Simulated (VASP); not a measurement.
A run of VASP 6.6.1 is set up as follows.

Contents of INCAR:

```
  PREC = Accurate
  ENCUT = 400
  EDIFF = 1E-6
  ISMEAR = -1
  SIGMA = 0.05
  LREAL = Auto
  LASPH = T
  NELM = 120
  ALGO = Normal
  ISIF = 2
  LWAVE = F
  LCHARG = F
  GGA = PS
  NBANDS = 361
  ISYM = -1
  GGA_COMPAT = F
```

File KPOINTS:

```
explicit points
1
Reciprocal
  0.25000000   0.25000000   0.25000000 1
```

Contents of POSCAR:

```
Sn32Te33
1.0
   12.5689980000      0.0000000000      0.0000000000
    0.0000000000     12.5689980000      0.0000000000
    0.0000000000      0.0000000000     12.5689980000
Te Sn
33 32
Direct
    0.2494230000      0.0020510000      0.0033940000
    0.2499990000      0.0018210000      0.5039420000
    0.2497440000      0.5021970000      0.0036880000
    0.2487050000      0.5025590000      0.5052330000
    0.7499260000      0.0018630000      0.0039720000
    0.7514580000      0.0071300000      0.5055120000
    0.7516770000      0.5025740000      0.0003990000
    0.8147190000      0.4315590000      0.5701320000
    0.9997150000      0.2510200000      0.0017720000
    0.0052870000      0.2467290000      0.5015500000
    0.9998900000      0.7515670000      0.0016920000
    0.0017070000      0.7516120000      0.5017780000
    0.4990160000      0.2532180000      0.0029520000
    0.4955360000      0.2530290000      0.5048580000
    0.4995200000      0.7530830000      0.0029490000
    0.4968170000      0.7576700000      0.5032200000
    0.9997060000      0.0026990000      0.2526740000
    0.9992060000      0.0003020000      0.7530810000
    0.9962060000      0.5037110000      0.2469110000
    0.0015060000      0.5022250000      0.7555070000
    0.4989430000      0.0028600000      0.2529850000
    0.4987490000      0.0036540000      0.7536570000
    0.4934280000      0.5025950000      0.2470870000
    0.4917710000      0.5048960000      0.7502390000
    0.2495220000      0.2529130000      0.2527560000
    0.2481690000      0.2512150000      0.7534110000
    0.2482040000      0.7527590000      0.2537480000
    0.2471780000      0.7517270000      0.7541040000
    0.7517220000      0.2512870000      0.2479300000
    0.7478970000      0.2474580000      0.7581960000
    0.7483670000      0.7570920000      0.2511540000
    0.7471860000      0.7531880000      0.7569230000
    0.6995890000      0.5646170000      0.4481110000
    0.9937910000      0.9950590000      0.9959160000
    0.9971690000      0.0010480000      0.4962140000
    0.9958230000      0.4943870000      0.9944430000
    0.0152480000      0.5058330000      0.4841890000
    0.4924350000      0.9955570000      0.9962650000
    0.4933680000      0.9967960000      0.4959560000
    0.4924390000      0.4966060000      0.9954430000
    0.4822580000      0.4922920000      0.4938240000
    0.2417840000      0.2447470000      0.9952560000
    0.2427900000      0.2452270000      0.4946570000
    0.2443860000      0.7454490000      0.9984410000
    0.2513370000      0.7489190000      0.4996210000
    0.7410820000      0.2455220000      0.9954840000
    0.7301890000      0.2361370000      0.4826450000
    0.7454790000      0.7493820000      0.0061270000
    0.7598380000      0.7740920000      0.5157340000
    0.2423670000      0.9949190000      0.2462230000
    0.2420790000      0.9953280000      0.7476460000
    0.2422920000      0.4960390000      0.2464090000
    0.2401680000      0.4946140000      0.7491950000
    0.7419710000      0.9958240000      0.2472240000
    0.7424780000      0.0029830000      0.7509400000
    0.7412070000      0.4890790000      0.2326840000
    0.7281910000      0.5094410000      0.7682750000
    0.9940410000      0.2457990000      0.2443520000
    0.9917700000      0.2429650000      0.7447490000
    0.9914740000      0.7469000000      0.2458900000
    0.9940280000      0.7433770000      0.7481700000
    0.4903140000      0.2450240000      0.2437560000
    0.4912300000      0.2470520000      0.7469960000
    0.4919890000      0.7462830000      0.2464560000
    0.4913280000      0.7484300000      0.7459620000
```

Potentials or basis: VASP PAW PBE potentials, release 64 (Te, Sn_d).

Launch:

```console
$ cat potpaw_PBE.64/Te/POTCAR potpaw_PBE.64/Sn_d/POTCAR > POTCAR
$ mpirun -np 1 vasp_std > vasp.out
```

**Question.** Predict the pressure.

**Answer.** 1.9 GPa.

**Question.** What does it give for the largest force?

**Answer.** 0.061 eV/Å.

Forces in eV/Å, atoms in the order of the input:
```
Te   0.002  0.001  0.002
Te   0.002 -0.001 -0.001
Te   0.001 -0.004  0.000
Te  -0.011 -0.001  0.000
Te  -0.002  0.000  0.004
Te  -0.002 -0.016 -0.006
Te  -0.002  0.010 -0.014
Te   0.039 -0.017  0.034
Te  -0.007  0.002  0.003
Te  -0.005  0.004 -0.012
Te   0.002  0.009  0.004
Te   0.010  0.007 -0.006
Te  -0.004  0.003  0.002
Te   0.001  0.001 -0.004
Te  -0.001  0.002 -0.001
Te   0.013 -0.010 -0.009
Te  -0.009  0.002  0.001
Te  -0.004 -0.003  0.006
Te  -0.002  0.000 -0.008
Te  -0.008 -0.004 -0.005
Te  -0.007  0.005  0.001
Te  -0.003  0.004 -0.005
Te   0.003 -0.006  0.006
Te  -0.002  0.003 -0.002
Te   0.000  0.004 -0.001
Te  -0.005 -0.001  0.002
Te   0.002 -0.004  0.003
Te  -0.002 -0.004 -0.002
Te   0.002  0.003 -0.007
Te  -0.007  0.004 -0.015
Te   0.005 -0.015  0.004
Te   0.000  0.004  0.004
Te  -0.031  0.042 -0.031
Sn   0.004  0.001  0.001
Sn   0.002 -0.004 -0.001
Sn   0.000  0.001  0.009
Sn   0.006 -0.002 -0.006
Sn  -0.001 -0.001  0.005
Sn  -0.002  0.007  0.001
Sn   0.003  0.000  0.001
Sn  -0.003 -0.001  0.003
Sn   0.000  0.000  0.001
Sn   0.002 -0.001  0.001
Sn  -0.004  0.002  0.000
Sn  -0.014 -0.001 -0.004
Sn   0.001 -0.001  0.004
Sn   0.011 -0.001  0.013
Sn  -0.006 -0.005 -0.012
Sn  -0.014 -0.008 -0.015
Sn   0.004  0.003  0.002
Sn   0.002  0.003  0.002
Sn  -0.001  0.004  0.002
Sn   0.009  0.001  0.001
Sn   0.001  0.004  0.000
Sn   0.001 -0.009  0.003
Sn   0.003  0.005  0.000
Sn   0.003 -0.014  0.009
Sn  -0.001  0.002  0.005
Sn   0.005  0.001  0.011
Sn   0.006 -0.002  0.003
Sn   0.000  0.002  0.003
Sn   0.006 -0.002  0.005
Sn   0.000 -0.001  0.000
Sn   0.001 -0.002  0.002
Sn   0.004 -0.005  0.004
```

Caveat: the PAW data sets were made with another functional, which shifts forces and pressure a little.
